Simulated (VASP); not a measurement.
MnO:

```
Mn O
1.0
     0.00000    2.20898    2.20898
     2.20898    0.00000    2.20898
     2.20898    2.20898    0.00000
Mn O
1 1
Direct
  0.00000 0.00000 0.00000
  0.50000 0.50000 0.50000
```

Program: VASP 6.6.1. Alike in all runs: task single point; spin collinear, ferromagnetic start; cell as given; cutoff (eV) 520; smearing fermi-dirac 0.05 eV.

Order these runs on this cell by their pressure, lowest first.
A. level LDA; potentials or basis VASP PAW LDA potentials, release 64 (Mn_pv, O); k mesh 10 × 10 × 10
B. level r2SCAN; potentials or basis VASP PAW PBE potentials, release 64 (Mn_pv, O); k mesh 10 × 10 × 10
C. level revPBE; potentials or basis VASP PAW PBE potentials, release 64 (Mn_pv, O); k mesh 10 × 10 × 10
D. level PBEsol+D4; potentials or basis VASP PAW PBE potentials, release 64 (Mn_pv, O); k mesh 10 × 10 × 10
E. level B3LYP; potentials or basis VASP PAW PBE potentials, release 64 (Mn_pv, O); k mesh 5 × 5 × 5; grid for exact exchange (PRECFOCK) Normal; share of exact exchange 0.2

A (-16.6 GPa), D (-7.5 GPa), B (3.9 GPa), C (7.4 GPa), E (9.6 GPa).

Caveats: some runs use coarse meshes; a cell with one magnetic atom can't hold antiferromagnetic order, which such compounds often take; the PAW data sets were made with another functional, which shifts forces and pressure a little (at least some runs); the cell stands under pressure (at least some runs); the cell stands under tension (at least some runs).
